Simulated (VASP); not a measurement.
# RbBi3 (Pm-3m) in VASP: further runs

RbBi3 is run at these levels: PBE; tasks: single point, relaxation of cell and atoms.

Program: VASP 6.6.1. These are calculated values, not measurements. Logs are shortened: lines on timing, memory, paths and dates and some standing lists are left out, and cuts for length are marked.

### 1 The cell of the first run

Symmetry: Pm-3m, No. 221, cubic system. Conventional cell: a = 5.070 Å, b = 5.070 Å, c = 5.070 Å, α = 90.00°, β = 90.00°, γ = 90.00°. Rb (site symmetry m-3m) has 12 Bi at 3.58 Å within 4.7 Å. Within 4.7 Å of Bi (site symmetry 4/mmm) lie 4 Rb at 3.58 Å and 8 Bi at 3.58 Å.

### 2 Single point, PBE

INCAR

```
SYSTEM = RbBi3
PREC = Accurate
ENCUT = 520
EDIFF = 1E-6
ISMEAR = 0
SIGMA = 0.1
LREAL = .FALSE.
LASPH = .TRUE.
NELM = 60
ALGO = Normal
ISIF = 2
LWAVE = .FALSE.
LCHARG = .TRUE.
GGA = PE
LELF = .TRUE.
LVHAR = .TRUE.
NBANDS = 35
```

KPOINTS

```
Automatic mesh
0
G
  4 4 4
  0 0 0
```

POSCAR

```
RbBi3
1.0
    5.0697962746      0.0000000000      0.0000000000
    0.0000000000      5.0697962746      0.0000000000
    0.0000000000      0.0000000000      5.0697962746
Rb Bi
1 3
Direct
    0.0000000000      0.0000000000      0.0000000000
    0.0000000000      0.5000000000      0.5000000000
    0.5000000000      0.0000000000      0.5000000000
    0.5000000000      0.5000000000      0.0000000000
```

Potentials or basis: VASP PAW PBE potentials, release 64 (Rb_sv, Bi_d).

Started as:

```
> cat potpaw_PBE.64/Rb_sv/POTCAR potpaw_PBE.64/Bi_d/POTCAR > POTCAR
> mpirun -np 1 vasp_std > vasp.out
```

OUTCAR:

```text
SYSTEM = RbBi3
   PREC = Accurate
   ENCUT = 520
   EDIFF = 1E-6
   ISMEAR = 0
   LREAL = .FALSE.
   LASPH = .TRUE.
   NELM = 60
   ISIF = 2
   GGA = PE

 ion  position               nearest neighbor table
   1  0.000  0.000  0.000-   2 3.58   3 3.58   4 3.58   2 3.58   3 3.58   2 3.58   4 3.58   2 3.58
                             3 3.58   4 3.58   3 3.58   4 3.58
   2  0.000  0.500  0.500-   1 3.58   3 3.58   4 3.58   1 3.58   4 3.58   1 3.58   3 3.58   1 3.58
                             3 3.58   4 3.58   4 3.58   3 3.58
   3  0.500  0.000  0.500-   1 3.58   2 3.58   4 3.58   1 3.58   4 3.58   2 3.58   4 3.58   4 3.58
                             1 3.58   2 3.58   1 3.58   2 3.58
   4  0.500  0.500  0.000-   1 3.58   2 3.58   3 3.58   2 3.58   3 3.58   1 3.58   3 3.58   3 3.58
                             1 3.58   2 3.58   2 3.58   1 3.58

  LATTYP: Found a simple cubic cell.
 ALAT       =     5.0697962746

  Lattice vectors:

 A1 = (   5.0697962746,   0.0000000000,   0.0000000000)
 A2 = (   0.0000000000,   5.0697962746,   0.0000000000)
 A3 = (   0.0000000000,   0.0000000000,   5.0697962746)

Analysis of symmetry for initial positions (statically):
=====================================================================
 Subroutine PRICEL returns:
 Original cell was already a primitive cell.

 Routine SETGRP: Setting up the symmetry group for a
 simple cubic supercell.

 Subroutine GETGRP returns: Found 48 space group operations
 (whereof 48 operations were pure point group operations)
 out of a pool of 48 trial point group operations.

The static configuration has the point symmetry O_h .

Analysis of symmetry for dynamics (positions and initial velocities):
=====================================================================
 Subroutine PRICEL returns:
 Original cell was already a primitive cell.

 Routine SETGRP: Setting up the symmetry group for a
 simple cubic supercell.

 Subroutine GETGRP returns: Found 48 space group operations
 (whereof 48 operations were pure point group operations)
 out of a pool of 48 trial point group operations.

The dynamic configuration has the point symmetry O_h .

 Subroutine INISYM returns: Found 48 space group operations
 (whereof 48 operations are pure point group operations),
 and found     1 'primitive' translations

----------------------------------------------------------------------------------------

                                     Primitive cell

  volume of cell :     130.3081

  direct lattice vectors                    reciprocal lattice vectors
     5.069796275  0.000000000  0.000000000     0.197246585  0.000000000  0.000000000
     0.000000000  5.069796275  0.000000000     0.000000000  0.197246585  0.000000000
     0.000000000  0.000000000  5.069796275     0.000000000  0.000000000  0.197246585

  length of vectors
     5.069796275  5.069796275  5.069796275     0.197246585  0.197246585  0.197246585

  position of ions in fractional coordinates (direct lattice)
     0.000000000  0.000000000  0.000000000
     0.000000000  0.500000000  0.500000000
     0.500000000  0.000000000  0.500000000
     0.500000000  0.500000000  0.000000000

  ion indices of the primitive-cell ions
   primitive index   ion index
                 1           1
                 2           2
                 3           3
                 4           4

----------------------------------------------------------------------------------------

 KPOINTS: Automatic mesh

Automatic generation of k-mesh.
 Grid dimensions read from file:
 generate k-points for:    4    4    4

 Generating k-lattice:

  Cartesian coordinates                     Fractional coordinates (reciprocal lattice)
     0.049311646  0.000000000  0.000000000     0.250000000  0.000000000  0.000000000
     0.000000000  0.049311646  0.000000000     0.000000000  0.250000000  0.000000000
     0.000000000  0.000000000  0.049311646     0.000000000  0.000000000  0.250000000

  Length of vectors
     0.049311646  0.049311646  0.049311646

  Shift w.r.t. Gamma in fractional coordinates (k-lattice)
     0.000000000  0.000000000  0.000000000

 Subroutine IBZKPT returns following result:
 ===========================================

 Found     10 irreducible k-points:

 Following reciprocal coordinates:
            Coordinates               Weight
  0.000000  0.000000  0.000000      1.000000
  0.250000  0.000000  0.000000      6.000000
  0.500000  0.000000  0.000000      3.000000
  0.250000  0.250000  0.000000     12.000000
  0.500000  0.250000  0.000000     12.000000
  0.500000  0.500000  0.000000      3.000000
  0.250000  0.250000  0.250000      8.000000
  0.500000  0.250000  0.250000     12.000000
  0.500000  0.500000  0.250000      6.000000
  0.500000  0.500000  0.500000      1.000000
   k-points           NKPTS =     10   k-points in BZ     NKDIM =     10   number of bands    NBANDS=     35
   number of dos      NEDOS =    301   number of ions     NIONS =      4
   total plane-waves  NPLWV =  64000
   dimension x,y,z NGX =    40 NGY =   40 NGZ =   40
   dimension x,y,z NGXF=    80 NGYF=   80 NGZF=   80
   ions per type =               1   3
   NGX,Y,Z   is equivalent  to a cutoff of  13.12, 13.12, 13.12 a.u.
   NGXF,Y,Z  is equivalent  to a cutoff of  26.23, 26.23, 26.23 a.u.
 SYSTEM =  RbBi3
   PREC   = accura    normal or accurate (medium, high low for compatibility)
   ISTART =      0    job   : 0-new  1-cont  2-samecut
   ICHARG =      2    charge: 1-file 2-atom 10-const
   ISPIN  =      1    spin polarized calculation?
   LNONCOLLINEAR =      F non collinear calculations
   LSORBIT =      F    spin-orbit coupling
   LASPH  =      T    aspherical Exc in radial PAW
   ENCUT  =  520.0 eV  38.22 Ry    6.18 a.u.   9.43  9.43  9.43*2*pi/ulx,y,z
   NELM   =     60;   NELMIN=  2; NELMDL= -5     # of ELM steps
   EDIFF  = 0.1E-05   stopping-criterion for ELM
   LREAL  =      F    real-space projection
   EDIFFG = 0.1E-04   stopping-criterion for IOM
   NSW    =      0    number of steps for IOM
   IBRION =     -1    ionic relax: 0-MD 1-quasi-New 2-CG
   NFREE  =      0    steps in history (QN), initial steepest desc. (CG)
   ISIF   =      2    stress and relaxation
   ISYM   =      2    0-nonsym 1-usesym 2-fastsym
   POTIM  = 0.5000    time-step for ionic-motion
   TEBEG  =    0.0;   TEEND  =   0.0 temperature during run
   PSTRESS=    0.0 pullay stress
   NELECT =      54.0000    total number of electrons
   NUPDOWN=      -1.0000    fix difference up-down
   EMIN   =  10.00;   EMAX   =-10.00  energy-range for DOS
   EFERMI =   0.00;   METHOD = LEGACY
   ISMEAR =     0;   SIGMA  =   0.10  broadening in eV -4-tet -1-fermi 0-gaus
   EFERMI_NEDOS =   21; number of points for ismear=-14 and -15
   IALGO  =     38    algorithm
   IMIX   =      4    mixing-type and parameters
     AMIX     =   0.40;   BMIX     =  1.00
     AMIX_MAG =   1.60;   BMIX_MAG =  1.00
  volume/ion in A,a.u.               =      32.58       219.84
  Fermi-wavevector in a.u.,A,eV,Ry     =   1.220531  2.306470 20.268552  1.489697
  Thomas-Fermi vector in A             =   2.355745
   LORBIT       =      0    0 simple, 1 ext, 2 COOP (PROOUT), +10 PAW based schemes
   GGA     = PE    functional components
   LHFCALC =     F    Hartree Fock is set to
   AEXX    =    0.0000 exact exchange contribution
   IVDW    =     0    specifies the selected vdW correction
   LEPSILON=     F    determine dielectric tensor
   LRPA    =     F    only Hartree local field effects (RPA)
 non-spin polarized calculation
 Gauss-broadening in eV      SIGMA  =   0.10
  energy-cutoff  :      520.00
  volume of cell :      130.31
 maximum number of plane-waves:      3544
 NGX is ok and might be reduce to    40
   NGX = 19   NGY = 19   NGZ = 19

 number of electron      54.0000032 magnetization

 Free energy of the ion-electron system (eV)
  ---------------------------------------------------
  ext. energy  EPLUGINS =         0.00000000
  ---------------------------------------------------
  free energy    TOTEN  =       -12.65040149 eV

  energy without entropy =      -12.62371081  energy(sigma->0) =      -12.63705615

 E-fermi :   5.5893     XC(G=0):  -9.7014

 val. band max:        5.5043486049   @ k =   0.2500   0.2500   0.0000
 cond. band min:       5.6067506850   @ k =   0.5000   0.2500   0.2500
 fundamental gap:      0.1024020802
 Fermi energy:         5.5893495611

 k-point     1 :       0.0000    0.0000    0.0000
  band No.  band energies     occupation
      1     -20.9829      2.00000
      2     -16.9525      2.00000
      3     -16.9525      2.00000
      4     -16.9525      2.00000
      5     -16.9512      2.00000
      6     -16.8564      2.00000
[... 27 lines left out ...]
     34       9.3164      0.00000
     35      10.2894      0.00000

 k-point     2 :       0.2500    0.0000    0.0000
  band No.  band energies     occupation
      1     -20.9810      2.00000
      2     -16.9504      2.00000
      3     -16.9389      2.00000
      4     -16.9279      2.00000
      5     -16.9279      2.00000
      6     -16.8648      2.00000
[... 27 lines left out ...]
     34      10.5030      0.00000
     35      11.3164      0.00000

 k-point     3 :       0.5000    0.0000    0.0000
  band No.  band energies     occupation
      1     -20.9791      2.00000
      2     -16.9481      2.00000
      3     -16.9201      2.00000
      4     -16.8827      2.00000
      5     -16.8716      2.00000
      6     -16.8716      2.00000
[... 27 lines left out ...]
     34      11.2590      0.00000
     35      12.5288      0.00000
[... 191 lines left out ...]
 k-point     9 :       0.5000    0.5000    0.2500
  band No.  band energies     occupation
      1     -20.9774      2.00000
      2     -16.9118      2.00000
      3     -16.9118      2.00000
      4     -16.9082      2.00000
      5     -16.8842      2.00000
      6     -16.8842      2.00000
[... 27 lines left out ...]
     34      12.0808      0.00000
     35      13.1294      0.00000

 k-point    10 :       0.5000    0.5000    0.5000
  band No.  band energies     occupation
      1     -20.9775      2.00000
      2     -16.9181      2.00000
      3     -16.9181      2.00000
      4     -16.9181      2.00000
      5     -16.8902      2.00000
      6     -16.8902      2.00000
[... 27 lines left out ...]
     34      11.8422      0.00000
     35      11.8423      0.00000

------------------------ aborting loop because EDIFF is reached ----------------------------------------

  FORCE on cell =-STRESS in cart. coord.  units (eV):
  Direction    XX          YY          ZZ          XY          YZ          ZX
  --------------------------------------------------------------------------------------
  -------------------------------------------------------------------------------------
  Total        1.4741951      1.4741951      1.4741951     -0.0000000      0.0000000     -0.0000000
  in kB       18.1256686     18.1256686     18.1256686     -0.0000000      0.0000000     -0.0000000
  external PRESSURE =      18.1256686 kB  Pullay stress =       0.0000000 kB

 VOLUME and BASIS-vectors are now :
 -----------------------------------------------------------------------------
  energy-cutoff  :      520.00
  volume of cell :      130.31
      direct lattice vectors                 reciprocal lattice vectors
     5.069796275  0.000000000  0.000000000     0.197246585  0.000000000  0.000000000
     0.000000000  5.069796275  0.000000000     0.000000000  0.197246585  0.000000000
     0.000000000  0.000000000  5.069796275     0.000000000  0.000000000  0.197246585

 POSITION                                       TOTAL-FORCE (eV/Angst)
 -----------------------------------------------------------------------------------
      0.00000      0.00000      0.00000         0.000000      0.000000      0.000000
      0.00000      2.53490      2.53490         0.000000      0.000000      0.000000
      2.53490      0.00000      2.53490         0.000000      0.000000      0.000000
      2.53490      2.53490      0.00000         0.000000      0.000000      0.000000
 -----------------------------------------------------------------------------------
    total drift:                               -0.000000     -0.000000     -0.000000

  FREE ENERGIE OF THE ION-ELECTRON SYSTEM (eV)
  ---------------------------------------------------
  free  energy   TOTEN  =       -12.6504014863 eV

  energy  without entropy=      -12.6237108101  energy(sigma->0) =      -12.63705615
```

Wall time 42 s (1 thread of Intel Xeon Platinum 8259CL at 2.50GHz (Skylake/Cascade Lake), shared host); peak memory 0.25 GiB.

Results:

| Item | Value |
| --- | --- |
| Free energy | -12.6504 eV |
| Pressure | 1.8 GPa |
| Band gap on the k mesh | zero (bands 27 and 28 overlap by 3.68 eV) |

Caveat: spin-orbit coupling is left out, which moves the levels of the heavy elements.

### 3 Single point, PBE

This run uses another cell than the first one, of 34.15 Å³/atom.

INCAR

```
SYSTEM = RbBi3
ALGO = Fast
EDIFF = 1E-6
ENCUT = 520
GGA = PE
ISIF = 2
ISMEAR = 0
LASPH = .TRUE.
LCHARG = .TRUE.
LELF = .TRUE.
LREAL = .FALSE.
LVHAR = .TRUE.
LWAVE = .FALSE.
NBANDS = 35
NELM = 100
PREC = Accurate
SIGMA = 0.1
```

KPOINTS

```
k-points
0
G
  10 10 10
  0 0 0
```

POSCAR

```
RbBi3
1.0
    5.1499679821      0.0000000000      0.0000000000
    0.0000000000      5.1499679821      0.0000000000
    0.0000000000      0.0000000000      5.1499679821
Rb Bi
1 3
Direct
    0.0000000000      0.0000000000      0.0000000000
    0.0000000000      0.5000000000      0.5000000000
    0.5000000000      0.0000000000      0.5000000000
    0.5000000000      0.5000000000      0.0000000000
```

Potentials or basis: VASP PAW PBE potentials, release 64 (Rb_sv, Bi_d).

Started as:

```
> cat potpaw_PBE.64/Rb_sv/POTCAR potpaw_PBE.64/Bi_d/POTCAR > POTCAR
> mpirun -np 1 vasp_std > vasp.out
```

Wall time 5 min (1 thread of Intel Xeon Platinum 8259CL at 2.50GHz (Skylake/Cascade Lake), shared host); peak memory 0.39 GiB.

Results (log left out):

```yaml
Free_energy: -12.7549 eV
Pressure: 0.0 GPa
Band_gap_on_the_k_mesh: zero (bands 27 and 28 overlap by 3.57 eV)
```

Levels at points of the mesh, in eV from the Fermi level:
```csv
k point,band 23,band 24,band 25,band 26,band 27,band 28,band 29,band 30,band 31,band 32
"(0.00, 0.00, 0.00)",-2.73,-2.73,-2.73,0.66,0.66,0.66,2.69,3.02,3.02,3.02
"(0.50, 0.00, 0.00)",-2.29,-2.29,-1.26,-0.90,-0.44,-0.44,-0.34,2.03,2.03,5.02
"(0.50, 0.50, 0.00)",-3.48,-2.33,-0.87,-0.87,-0.66,-0.42,-0.42,2.92,3.16,4.92
"(0.50, 0.50, 0.50)",-4.45,-2.71,-2.71,-2.71,3.13,3.28,3.28,3.32,3.32,3.32
```

Caveat: spin-orbit coupling is left out, which moves the levels of the heavy elements.

### 4 Relaxation of cell and atoms, PBE

INCAR

```
SYSTEM = RbBi3
PREC = Accurate
ENCUT = 600
EDIFF = 1E-7
ISMEAR = 0
SIGMA = 0.1
LREAL = .False.
LASPH = .True.
NELM = 60
ALGO = Fast
ISIF = 3
LWAVE = .False.
LCHARG = .False.
GGA = PE
IBRION = 2
NSW = 100
EDIFFG = -0.01
```

KPOINTS

```
regular mesh
0
Gamma
  10 10 10
  0 0 0
```

POSCAR

```
RbBi3
1.0
    5.0697962746      0.0000000000      0.0000000000
    0.0000000000      5.0697962746      0.0000000000
    0.0000000000      0.0000000000      5.0697962746
Rb Bi
1 3
Direct
    0.0000000000      0.0000000000      0.0000000000
    0.0000000000      0.5000000000      0.5000000000
    0.5000000000      0.0000000000      0.5000000000
    0.5000000000      0.5000000000      0.0000000000
```

Started as:

```
> cat potpaw_PBE.64/Rb_sv/POTCAR potpaw_PBE.64/Bi_d/POTCAR > POTCAR
> mpirun -np 1 vasp_std > vasp.out
```

Wall time 17 min (1 thread of Intel Xeon Platinum 8259CL at 2.50GHz (Skylake/Cascade Lake), shared host); peak memory 0.44 GiB.

The run converged. Its results:

```yaml
Free_energy: -12.7541 eV
Relaxed_volume: 34.15 Å³/atom
Relaxed_cell: a = 5.150 Å, b = 5.150 Å, c = 5.150 Å, α = 90.00°, β = 90.00°, γ = 90.00°
Space_group_after_relaxing_to_0.1_Å: Pm-3m (No. 221)
Energy_gained_by_relaxing: 8.3 meV/atom
Ionic_steps: 3
Pressure_after_relaxing: 0.0 GPa
Band_gap_on_the_k_mesh: zero (bands 27 and 28 overlap by 3.57 eV)
```

Step by step:
| step | energy change (eV) | largest force (eV/Å) | pressure (GPa) | volume (Å³) |
| --- | --- | --- | --- | --- |
| 1 | 0.0000 | 0.0000 | 1.77 | 130.31 |
| 2 | -0.0328 | 0.0000 | -0.14 | 137.20 |
| 3 | -0.0331 | 0.0000 | 0.00 | 136.61 |

Final structure:
```
Rb Bi
1.0
     5.15019    0.00000    0.00000
     0.00000    5.15019    0.00000
     0.00000    0.00000    5.15019
Rb Bi
1 3
Cartesian
  0.0000 0.0000 0.0000
  0.0000 2.5751 2.5751
  2.5751 0.0000 2.5751
  2.5751 2.5751 0.0000
```

Levels at points of the mesh, in eV from the Fermi level:
```tsv
k point	band 23	band 24	band 25	band 26	band 27	band 28	band 29	band 30	band 31	band 32
(0.00, 0.00, 0.00)	-2.73	-2.73	-2.73	0.66	0.66	0.66	2.69	3.02	3.02	3.02
(0.50, 0.00, 0.00)	-2.29	-2.29	-1.26	-0.90	-0.44	-0.44	-0.34	2.03	2.03	5.02
(0.50, 0.50, 0.00)	-3.48	-2.33	-0.87	-0.87	-0.66	-0.42	-0.42	2.92	3.15	4.92
(0.50, 0.50, 0.50)	-4.45	-2.71	-2.71	-2.71	3.13	3.28	3.28	3.32	3.32	3.32
```

Caveat: spin-orbit coupling is left out, which moves the levels of the heavy elements.

### 5 The runs side by side

```csv
task,cell,k mesh,cutoff (eV),gap on the mesh (eV),pressure (GPa)
single point,"a = 5.070 Å, 4 atoms",4 × 4 × 4,520,none,1.8
single point,"a = 5.150 Å, 4 atoms",10 × 10 × 10,520,none,0.0
relaxation of cell and atoms,"relaxed from a = 5.070 Å, 4 atoms",10 × 10 × 10,600,none,0.0
```

Alike in all rows: level PBE; potentials or basis VASP PAW PBE potentials, release 64 (Rb_sv, Bi_d); no spin polarisation; smearing gaussian 0.1 eV.

Caveats: spin-orbit coupling is left out, which moves the levels of the heavy elements.

Absolute energies hang on the potentials; compare differences alone.

The gap in the log of VASP goes by the Fermi energy; the results here count the filled bands.